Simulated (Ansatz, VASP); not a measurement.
# One calculation of B6As, two programs

The input INCAR:

```
SYSTEM = B6As
PREC     = Accurate       ! precision mode
ENCUT    = 520            ! plane-wave cutoff, eV
EDIFF    = 1E-6           ! SCF threshold, eV
ISMEAR   = 0              ! smearing method
SIGMA    = 0.02           ! smearing width, eV
LREAL    = .False.        ! projectors in reciprocal space
LASPH    = .True.         ! aspherical terms in the spheres
NELM     = 80             ! most SCF steps
ALGO     = Normal         ! electronic algorithm
ISIF     = 2              ! what is computed and relaxed
LWAVE    = .False.        ! write WAVECAR
LCHARG   = .False.        ! write CHGCAR
GGA      = PS             ! functional
NBANDS   = 36             ! bands
```

Contents of KPOINTS:

```
regular mesh
0
Gamma
  6 6 6
  0 0 0
```

Contents of POSCAR:

```
B6As
1.0
    3.0684222178      1.7715543935      3.9649353976
   -3.0684222178      1.7715543935      3.9649353976
    0.0000000000     -3.5431087869      3.9649353976
B As
12 2
Direct
    0.0152897200      0.0152897200      0.3248784800
    0.0152897200      0.3248784800      0.0152897200
    0.8218557000      0.2724864900      0.8218557000
    0.8218557000      0.8218557000      0.2724864900
    0.2724864900      0.8218557000      0.8218557000
    0.7275135100      0.1781443000      0.1781443000
    0.1781443000      0.7275135100      0.1781443000
    0.1781443000      0.1781443000      0.7275135100
    0.9847102800      0.6751215200      0.9847102800
    0.9847102800      0.9847102800      0.6751215200
    0.6751215200      0.9847102800      0.9847102800
    0.3248784800      0.0152897200      0.0152897200
    0.6005523500      0.6005523500      0.6005523500
    0.3994476500      0.3994476500      0.3994476500
```

Input for Ansatz:

```yaml
crystal:
  lattice:
    - [3.0684222178, 1.7715543935, 3.9649353976]
    - [-3.0684222178, 1.7715543935, 3.9649353976]
    - [0.0, -3.5431087869, 3.9649353976]
  atoms:
    - { symbol: B, position: [0.01528972, 0.01528972, 0.32487848] }
    - { symbol: B, position: [0.01528972, 0.32487848, 0.01528972] }
    - { symbol: B, position: [0.8218557, 0.27248649, 0.8218557] }
    - { symbol: B, position: [0.8218557, 0.8218557, 0.27248649] }
    - { symbol: B, position: [0.27248649, 0.8218557, 0.8218557] }
    - { symbol: B, position: [0.72751351, 0.1781443, 0.1781443] }
    - { symbol: B, position: [0.1781443, 0.72751351, 0.1781443] }
    - { symbol: B, position: [0.1781443, 0.1781443, 0.72751351] }
    - { symbol: B, position: [0.98471028, 0.67512152, 0.98471028] }
    - { symbol: B, position: [0.98471028, 0.98471028, 0.67512152] }
    - { symbol: B, position: [0.67512152, 0.98471028, 0.98471028] }
    - { symbol: B, position: [0.32487848, 0.01528972, 0.01528972] }
    - { symbol: As, position: [0.60055235, 0.60055235, 0.60055235] }
    - { symbol: As, position: [0.39944765, 0.39944765, 0.39944765] }
basis:
  ecutwfc: 420
kpoints:
  mp_grid: { grid: [6, 6, 6] }
hamiltonian:
  xc: pbesol
scf:
  occupations: { method: gaussian, width: 0.02 }
output:
  forces: true
  stress: true
  eigenvalues: true
  populations: true
  write_density: true
  write_potential: true
  elf: true
  volumetric_format: npy
```

Alike in both runs: task single point; functional PBEsol; k mesh 6 × 6 × 6; occupations gaussian, width 0.02 eV; no spin polarisation.

|  | VASP | Ansatz |
| --- | --- | --- |
| version | VASP 6.6.1 | Ansatz 0.2.0 |
| potentials or method | VASP PAW PBE potentials, release 64 (B, As), cutoff 520 eV | scalar-relativistic, plane waves, PAW |
| valence electrons in the cell | 46 | 66 |

VASP gave:

- gap on the k mesh at the Fermi level (eV): 2.64
- least direct gap on the mesh (eV): 2.67
- pressure (GPa): -1.0
- traceless stress, the component that is largest in VASP (GPa): -0.28
- rms of the force components (eV/Å): 0.020

**Question.** Estimate Ansatz's values.

**Answer.** gap on the k mesh at the Fermi level (eV): 2.64; least direct gap on the mesh (eV): 2.66; pressure (GPa): -1.6; traceless stress, the component that is largest in VASP (GPa): -0.17; rms of the force components (eV/Å): 0.018.

VASP's potentials were made for PBE, not for PBEsol. Atom by atom the forces differ by 0.015 eV/Å (rms over components). With one functional, cell and mesh, what is left measures potentials, basis and numerics. VASP's potentials hold 46 valence electrons a cell and Ansatz's 66, so a difference there can come from the potentials and not from the codes.
